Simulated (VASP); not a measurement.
The system is MgO.

```xyz
2
Lattice="2.8983 0.0000 0.0000 -1.4492 2.5100 0.0000 0.0000 0.0000 2.6435" Properties=species:S:1:pos:R:3 pbc="T T T"
Mg    0.0000    0.0000    0.0000
O     0.0000    1.6733    1.3217
```

This cell differs from its parent crystal: volume scaled by 0.96.

Base run:

* Program: VASP 6.6.1
* Functional: PBE
* Potentials or basis: VASP PAW PBE potentials, release 64 (Mg, O)
* Cutoff: 520 eV
* k mesh: 10 × 10 × 10
* Occupations: fermi-dirac, width 0.05 eV
* Spin: no spin polarisation

Its results: band gap on the k mesh 3.32 eV, indirect (least direct gap 3.72 eV); pressure 5.5 GPa.

Q: After a change of settings the same cell gave: band gap on the k mesh 4.90 eV, indirect (least direct gap 5.34 eV); pressure -0.1 GPa. Which change was it?
A. functional from PBE to LDA; potentials or basis from VASP PAW PBE potentials, release 64 (Mg, O) to VASP PAW LDA potentials, release 64 (Mg, O)
B. functional from PBE to HSE06; k mesh from 10 × 10 × 10 to 6 × 6 × 6
C. further incar settings from ALGO = Normal; EDIFF = 1e-06; NBANDS = 11 to ALGO = Normal; EDIFF = 1e-07; NBANDS = 11
D. functional from PBE to PBEsol; further incar settings from ALGO = Normal; EDIFF = 1e-06; NBANDS = 11 to ALGO = Normal; EDIFF = 1e-07; NBANDS = 11

A: B.

Caveats: the PAW data sets were made with another functional, which shifts forces and pressure a little (some runs).
